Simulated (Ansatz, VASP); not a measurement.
**Two plane-wave programs on Cu**

```
Cu
1.0
     2.51968    0.00000    0.00000
     0.00000    2.51968    0.00000
     0.00000    0.00000   25.69012
Cu
7
Direct
  0.50000 0.50000 0.29194
  0.00000 0.00000 0.36129
  0.50000 0.50000 0.43065
  0.00000 0.00000 0.50000
  0.50000 0.50000 0.56935
  0.00000 0.00000 0.63871
  0.50000 0.50000 0.70806
```

Alike in both runs: task single point; functional PBEsol; k mesh 14 × 14 × 1; occupations gaussian, width 0.1 eV; no spin polarisation.

```csv
,VASP,Ansatz
version,VASP 6.6.1,Ansatz 0.2.0
potentials or method,"VASP PAW PBE potentials, release 64 (Cu), cutoff 520 eV","scalar-relativistic, plane waves, PAW"
valence electrons in the cell,77,133
```

```tsv
	VASP	Ansatz	Ansatz less VASP
gap on the k mesh at the Fermi level (eV)	none	none	-
rms of the force components (eV/Å)	0.099	0.106	+0.0075
work function, face that differs most (eV)	4.64	4.67	+0.022
```

VASP's potentials were made for PBE, not for PBEsol. Atom by atom the forces differ by 0.010 eV/Å (rms over components). A gap of «none» marks a metal or a gap that the smearing closes. The functional is the same, so the differences come from potentials, cutoffs and numerics. VASP's potentials hold 77 valence electrons a cell and Ansatz's 133, so a difference there can come from the potentials and not from the codes. Ansatz's warnings: xc potential rough in thin density.
